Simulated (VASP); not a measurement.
A run of VASP 6.6.1 is set up as follows.

INCAR

```
PREC = Accurate ; ENCUT = 520
EDIFF = 1E-6 ; ISMEAR = -1
SIGMA = 0.1 ; LREAL = False
LASPH = True ; NELM = 100
ALGO = Normal ; ISIF = 2
LWAVE = False ; LCHARG = False
GGA = PS ; NBANDS = 19
```

KPOINTS

```
Automatic mesh
0
Gamma
  6 6 6
```

POSCAR

```
Be5Pt
1.0
    0.0000000000      2.9813020700      2.9813020700
    2.9813020700      0.0000000000      2.9813020700
    2.9813020700      2.9813020700      0.0000000000
Be Pt
5 1
Direct
    0.2499999992      0.2499999992      0.2499999992
    0.6242626196      0.6242626196      0.1272121312
    0.6242626196      0.1272121312      0.6242626196
    0.1272121312      0.6242626196      0.6242626196
    0.6242626196      0.6242626196      0.6242626196
    0.0000000000      0.0000000000      0.0000000000
```

Potentials or basis: VASP PAW PBE potentials, release 64 (Be, Pt).

Launch:

```console
$ cat potpaw_PBE.64/Be/POTCAR potpaw_PBE.64/Pt/POTCAR > POTCAR
$ mpirun -np 1 vasp_std > vasp.out
```

What does it give for the pressure?

-1.7 GPa.

What does it give for the largest force?

0.093 eV/Å.

Forces on the atoms (eV/Å):
```
Be   0.000  0.000  0.000
Be  -0.054 -0.054  0.054
Be  -0.054  0.054 -0.054
Be   0.054 -0.054 -0.054
Be   0.054  0.054  0.054
Pt   0.000  0.000  0.000
```

Caveat: the PAW data sets were made with another functional, which shifts forces and pressure a little.
